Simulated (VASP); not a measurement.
# BeSe (F-43m) in VASP: G0W0 quasiparticle levels with PBE

Aim: the G0W0 quasiparticle levels of BeSe with PBE.

Everything below comes from runs of VASP 6.6.1. Logs are shortened: lines on timing, memory, paths and dates and some standing lists are left out, and cuts for length are marked.

**1. The cell of the first run**

It takes space group F-43m (No. 216, cubic). The conventional cell has a = 5.162 Å, b = 5.162 Å, c = 5.162 Å, α = 90.00°, β = 90.00°, γ = 90.00°. Within 3.0 Å of Be (site symmetry -43m) lie 4 Se at 2.24 Å. Within 3.0 Å of Se (site symmetry -43m) lie 4 Be at 2.24 Å.

**2. G0W0 quasiparticle levels, PBE**

File POSCAR:

```
BeSe
1.0
    0.0000000000      2.5810355892      2.5810355892
    2.5810355892      0.0000000000      2.5810355892
    2.5810355892      2.5810355892      0.0000000000
Be Se
1 1
Direct
    0.0000000000      0.0000000000      0.0000000000
    0.2500000000      0.2500000000      0.2500000000
```

File INCAR.step1:

```
SYSTEM = BeSe
ALGO = Normal
EDIFF = 1E-8
ENCUT = 500
GGA = PE
ISMEAR = 0
LASPH = .TRUE.
LCHARG = .FALSE.
LREAL = .FALSE.
LWAVE = .TRUE.
NELM = 80
PREC = Accurate
SIGMA = 0.01
```

File INCAR.step2:

```
SYSTEM = BeSe
ALGO = Exact
EDIFF = 1E-8
ENCUT = 500
GGA = PE
ISMEAR = 0
ISTART = 1
LASPH = .TRUE.
LCHARG = .FALSE.
LOPTICS = .TRUE.
LREAL = .FALSE.
LWAVE = .TRUE.
NBANDS = 241
NELM = 1
PREC = Accurate
SIGMA = 0.01
```

File INCAR.step3:

```
SYSTEM = BeSe
ALGO = EVGW0
EDIFF = 1E-8
ENCUT = 500
ENCUTGW = 200
GGA = PE
ISMEAR = 0
ISTART = 1
LASPH = .TRUE.
LCHARG = .FALSE.
LREAL = .FALSE.
LWAVE = .FALSE.
NBANDS = 241
NBANDSGW = 12
NELMGW = 1
NOMEGA = 96
OMEGAMAX = 30
PREC = Accurate
PRECFOCK = Fast
SIGMA = 0.01
```

File KPOINTS:

```
k-points
0
G
  4 4 4
  0 0 0
```

Potentials or basis: VASP PAW PBE potentials, release 64 (Be_GW, Se_GW).

Command:

```console
$ cat potpaw_PBE.64/Be_GW/POTCAR potpaw_PBE.64/Se_GW/POTCAR > POTCAR
$ cp INCAR.step1 INCAR
$ mpirun -np 1 vasp_std > vasp.out
$ cp INCAR.step2 INCAR
$ mpirun -np 1 vasp_std > vasp.out
$ cp INCAR.step3 INCAR
$ mpirun -np 1 vasp_std > vasp.out
```

OUTCAR:

```text
SYSTEM = BeSe
   EDIFF = 1E-8
   ENCUT = 500
   ENCUTGW = 200
   GGA = PE
   ISMEAR = 0
   ISTART = 1
   LASPH = .TRUE.
   LREAL = .FALSE.
   NELMGW = 1
   PREC = Accurate
   PRECFOCK = Fast

 ion  position               nearest neighbor table
   1  0.000  0.000  0.000-   2 2.24   2 2.24   2 2.24   2 2.24
   2  0.250  0.250  0.250-   1 2.24   1 2.24   1 2.24   1 2.24

  LATTYP: Found a face centered cubic cell.
 ALAT       =     5.1620711784

  Lattice vectors:

 A1 = (   0.0000000000,   2.5810355892,   2.5810355892)
 A2 = (   2.5810355892,   0.0000000000,   2.5810355892)
 A3 = (   2.5810355892,   2.5810355892,   0.0000000000)

Analysis of symmetry for initial positions (statically):
=====================================================================
 Subroutine PRICEL returns:
 Original cell was already a primitive cell.

 Routine SETGRP: Setting up the symmetry group for a
 face centered cubic supercell.

 Subroutine GETGRP returns: Found 24 space group operations
 (whereof 24 operations were pure point group operations)
 out of a pool of 48 trial point group operations.

The static configuration has the point symmetry T_d .

Analysis of symmetry for dynamics (positions and initial velocities):
=====================================================================
 Subroutine PRICEL returns:
 Original cell was already a primitive cell.

 Routine SETGRP: Setting up the symmetry group for a
 face centered cubic supercell.

 Subroutine GETGRP returns: Found 24 space group operations
 (whereof 24 operations were pure point group operations)
 out of a pool of 48 trial point group operations.

The dynamic configuration has the point symmetry T_d .

 Subroutine INISYM returns: Found 24 space group operations
 (whereof 24 operations are pure point group operations),
 and found     1 'primitive' translations

----------------------------------------------------------------------------------------

                                     Primitive cell

  volume of cell :      34.3884

  direct lattice vectors                    reciprocal lattice vectors
     0.000000000  2.581035589  2.581035589    -0.193720692  0.193720692  0.193720692
     2.581035589  0.000000000  2.581035589     0.193720692 -0.193720692  0.193720692
     2.581035589  2.581035589  0.000000000     0.193720692  0.193720692 -0.193720692

  length of vectors
     3.650135535  3.650135535  3.650135535     0.335534081  0.335534081  0.335534081

  position of ions in fractional coordinates (direct lattice)
     0.000000000  0.000000000  0.000000000
     0.250000000  0.250000000  0.250000000

  ion indices of the primitive-cell ions
   primitive index   ion index
                 1           1
                 2           2

----------------------------------------------------------------------------------------

 KPOINTS: k-points

Automatic generation of k-mesh.
 Grid dimensions read from file:
 generate k-points for:    4    4    4

 Generating k-lattice:

  Cartesian coordinates                     Fractional coordinates (reciprocal lattice)
    -0.048430173  0.048430173  0.048430173     0.250000000  0.000000000  0.000000000
     0.048430173 -0.048430173  0.048430173     0.000000000  0.250000000  0.000000000
     0.048430173  0.048430173 -0.048430173     0.000000000  0.000000000  0.250000000

  Length of vectors
     0.083883520  0.083883520  0.083883520

  Shift w.r.t. Gamma in fractional coordinates (k-lattice)
     0.000000000  0.000000000  0.000000000

 Subroutine IBZKPT returns following result:
 ===========================================

 Found      8 irreducible k-points:

 Following reciprocal coordinates:
            Coordinates               Weight
  0.000000  0.000000  0.000000      1.000000
  0.250000  0.000000  0.000000      8.000000
  0.500000  0.000000  0.000000      4.000000
  0.250000  0.250000  0.000000      6.000000
  0.500000  0.250000  0.000000     24.000000
 -0.250000  0.250000  0.000000     12.000000
  0.500000  0.500000  0.000000      3.000000
 -0.250000  0.500000  0.250000      6.000000
   k-points           NKPTS =      8   k-points in BZ     NKDIM =     64   number of bands    NBANDS=    241
   number of dos      NEDOS =    301   number of ions     NIONS =      2
   total plane-waves  NPLWV =  21952
   dimension x,y,z NGX =    28 NGY =   28 NGZ =   28
   dimension x,y,z NGXF=    56 NGYF=   56 NGZF=   56
   ions per type =               1   1
   NGX,Y,Z   is equivalent  to a cutoff of  12.75, 12.75, 12.75 a.u.
   NGXF,Y,Z  is equivalent  to a cutoff of  25.51, 25.51, 25.51 a.u.
 SYSTEM =  BeSe
   PREC   = accura    normal or accurate (medium, high low for compatibility)
   ISTART =      1    job   : 0-new  1-cont  2-samecut
   ICHARG =      0    charge: 1-file 2-atom 10-const
   ISPIN  =      1    spin polarized calculation?
   LNONCOLLINEAR =      F non collinear calculations
   LSORBIT =      F    spin-orbit coupling
   LASPH  =      T    aspherical Exc in radial PAW
   ENCUT  =  500.0 eV  36.75 Ry    6.06 a.u.   6.66  6.66  6.66*2*pi/ulx,y,z
   NELM   =     60;   NELMIN=  2; NELMDL=  0     # of ELM steps
   EDIFF  = 0.1E-07   stopping-criterion for ELM
   LREAL  =      F    real-space projection
   EDIFFG = 0.1E-06   stopping-criterion for IOM
   NSW    =      0    number of steps for IOM
   IBRION =     -1    ionic relax: 0-MD 1-quasi-New 2-CG
   NFREE  =      0    steps in history (QN), initial steepest desc. (CG)
   ISIF   =      0    stress and relaxation
   ISYM   =      3    0-nonsym 1-usesym 2-fastsym
   POTIM  = 0.5000    time-step for ionic-motion
   TEBEG  =    0.0;   TEEND  =   0.0 temperature during run
   PSTRESS=    0.0 pullay stress
   NELECT =       8.0000    total number of electrons
   NUPDOWN=      -1.0000    fix difference up-down
   EMIN   =  10.00;   EMAX   =-10.00  energy-range for DOS
   EFERMI =   0.00;   METHOD = LEGACY
   ISMEAR =     0;   SIGMA  =   0.01  broadening in eV -4-tet -1-fermi 0-gaus
   EFERMI_NEDOS =   21; number of points for ismear=-14 and -15
   IALGO  =     38    algorithm
   IMIX   =      4    mixing-type and parameters
     AMIX     =   0.40;   BMIX     =  1.00
     AMIX_MAG =   1.60;   BMIX_MAG =  1.00
  volume/ion in A,a.u.               =      17.19       116.03
  Fermi-wavevector in a.u.,A,eV,Ry     =   1.006856  1.902683 13.793037  1.013760
  Thomas-Fermi vector in A             =   2.139625
   LORBIT       =      0    0 simple, 1 ext, 2 COOP (PROOUT), +10 PAW based schemes
   GGA     = PE    functional components
   LHFCALC =     T    Hartree Fock is set to
   PRECFOCK=fast      Normal, Fast or Accurate (Low or Medium for compatibility)
   ENCUT4O =  -1.0   cutoff for four orbital integrals eV
   NKREDX  =     1    reduce k-point grid by
   NKREDY  =     1    reduce k-point grid by
   NKREDZ  =     1    reduce k-point grid by
   AEXX    =    1.0000 exact exchange contribution
   HFSCREEN=    0.0000 screening length (either q_TF or 0.3 A-1)
   HFSCREENC=   0.0000 screening length for correlation (either q_TF or 0.3 A-1)
   ENCUTFOCK=  -1.0 apply spherical cutoff to Coloumb kernel
   IVDW    =     0    specifies the selected vdW correction
   LEPSILON=     F    determine dielectric tensor
   LRPA    =     F    only Hartree local field effects (RPA)
   LRPAFORCE           =     F    calculate RPA forces
   ENCUTGW             = 200.0    cutoff for response function in eV
   ENCUTGWSOFT         = 160.0    soft cutoff for Coulomb kernel in GW response function in eV
   ENCUTLF             =  -1.0    cutoff for local field effects
   NELMGW              =     1    number of iterations in solving QP/BSE equation
   NELMHF              =     1    number of iterations in the inner HF iteration
   NKREDLFX            =     1    NKREDLFY  =   1   NKREDLFZ  =   1
 non-spin polarized calculation
 Gauss-broadening in eV      SIGMA  =   0.01
  energy-cutoff  :      500.00
  volume of cell :       34.39
 maximum number of plane-waves:       893
 NGX is ok and might be reduce to    28
  NGX = 16; NGY = 16; NGZ = 16
   NGX = 13   NGY = 13   NGZ = 13
 maximum number of plane-waves:       229

 QP shifts <psi_nk| G(iteration)W_0 |psi_nk>: iteration 1
 for sc-GW calculations column KS-energies equals QP-energies in previous step
 and V_xc(KS)=  KS-energies - (<T + V_ion + V_H > + <T+V_H+V_ion>^1  + <V_x>^1)

 k-point   1 :       0.0000    0.0000    0.0000
  band No.  KS-energies  QP-energies   sigma(KS)   V_xc(KS)     V^pw_x(r,r')   Z            occupation Imag(sigma)

      1     -10.7853     -11.9589     -13.7560     -12.1896     -20.0696       0.7492       2.0000       1.3650
      2       2.9490       1.9106     -13.8273     -12.5092     -15.0635       0.7877       2.0000       0.0402
      3       2.9490       1.9106     -13.8273     -12.5092     -15.0635       0.7877       2.0000       0.0402
      4       2.9490       1.9106     -13.8273     -12.5092     -15.0635       0.7877       2.0000       0.0402
      5       7.2116       7.6091      -9.4831      -9.9842      -5.0324       0.7930       0.0000      -0.0928
      6       7.9437       8.3592      -9.2781      -9.8061      -4.8453       0.7870       0.0000      -0.0927
      7       7.9437       8.3592      -9.2781      -9.8061      -4.8453       0.7870       0.0000      -0.0927
      8       7.9437       8.3592      -9.2781      -9.8061      -4.8453       0.7870       0.0000      -0.0927
      9      14.9022      14.8634      -8.3215      -8.2700      -2.3691       0.7532       0.0000      -0.3321
     10      15.4258      15.6915      -9.6453      -9.9903      -4.2431       0.7703       0.0000      -0.2541
     11      15.4258      15.6915      -9.6453      -9.9903      -4.2431       0.7703       0.0000      -0.2541
     12      17.4599      17.4795      -8.0464      -8.0719      -2.1315       0.7690       0.0000      -0.4305

 k-point   2 :       0.2500    0.0000    0.0000
  band No.  KS-energies  QP-energies   sigma(KS)   V_xc(KS)     V^pw_x(r,r')   Z            occupation Imag(sigma)
[... 97 lines left out ...]
      1      -8.9773      -9.8633     -14.3334     -13.1067     -20.1197       0.7223       2.0000       0.9931
      2      -1.4292      -2.6776     -12.7481     -11.0715     -15.4160       0.7446       2.0000       0.1132
      3      -0.8104      -1.9957     -12.4399     -10.8806     -14.6962       0.7601       2.0000       0.0902
      4      -0.3054      -1.4321     -12.3078     -10.8361     -14.3099       0.7656       2.0000       0.0755
      5       9.0761       9.2076      -9.3904      -9.5569      -4.9986       0.7898       0.0000      -0.1017
      6      10.0153      10.4728      -9.0922      -9.6872      -3.9035       0.7689       0.0000      -0.1340
      7      10.3086      10.5679      -8.8191      -9.1501      -4.0395       0.7832       0.0000      -0.1159
      8      10.8922      11.2854     -10.3227     -10.8396      -5.1704       0.7607       0.0000      -0.1461
      9      16.2086      16.4951     -10.3738     -10.7628      -3.9460       0.7364       0.0000      -0.4702
     10      16.4465      16.8600      -9.8595     -10.4125      -3.5936       0.7478       0.0000      -0.4207
     11      18.9130      19.2568      -9.6646     -10.1144      -3.2875       0.7643       0.0000      -0.5891
     12      19.7843      19.9430      -9.4234      -9.6250      -3.0492       0.7870       0.0000      -0.8084
```

It took 4.7 min on 1 thread of Intel Xeon 8259CL, shared host; peak memory 0.54 GiB.

Results:

| Item | Value |
| --- | --- |
| Quasiparticle gap | 3.80 eV |
| Least direct quasiparticle gap | 5.70 eV |
| Band gap of the starting levels on the mesh | 2.63 eV |
| Least direct gap of the starting levels on the mesh | 4.26 eV |

Caveat: the k points lie up to 0.53 Å⁻¹ apart; bands, screening cutoff and mesh are small and nothing is extrapolated, so the quasiparticle values aren't converged.
